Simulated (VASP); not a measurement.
Runs of VASP 6.6.1 on MgBe2Te3. The structure is that of space group P6/mmm (No. 191), or close to it. The cells are those of the table. 

```tsv
task	cell	k mesh	cutoff (eV)	gap on the mesh (eV)	pressure (GPa)	relaxed volume (Å³/atom)
single point	a = 6.187, b = 6.187, c = 4.239 Å, angles 90.0, 90.0, 120.0°, 6 atoms	3 × 3 × 4	520	0.19	50.0	-
relaxation of cell and atoms	relaxed from a = 8.034, b = 8.034, c = 3.210 Å, angles 90.0, 90.0, 120.0°, 6 atoms	3 × 3 × 6	600	none	-0.1	30.65
single point	a = 8.034, b = 8.034, c = 3.210 Å, angles 90.0, 90.0, 120.0°, 6 atoms	3 × 3 × 4	520	none	(a)	-
relaxation of cell and atoms	relaxed from a = 8.015, b = 8.015, c = 3.318 Å, angles 90.0, 90.0, 120.0°, 6 atoms	6 × 6 × 12	600	none	0.0	30.14
single point	a = 8.053, b = 8.053, c = 3.215 Å, angles 90.0, 90.0, 120.0°, 6 atoms	6 × 6 × 12	520	none	(b)	-
```

Alike in all rows: level PBE; potentials or basis VASP PAW PBE potentials, release 64 (Mg, Be, Te); no spin polarisation; smearing gaussian 0.1 eV.

Task: Estimate the missing entries.

Result: (a) -0.2; (b) 0.1.

Caveats: some runs use coarse meshes; spin-orbit coupling is left out, which moves the levels of the heavy elements.

A k mesh can miss the band edges, and the runs leave out spin-orbit coupling on Te.

A gap of «none» marks levels without a gap at the run's occupations.
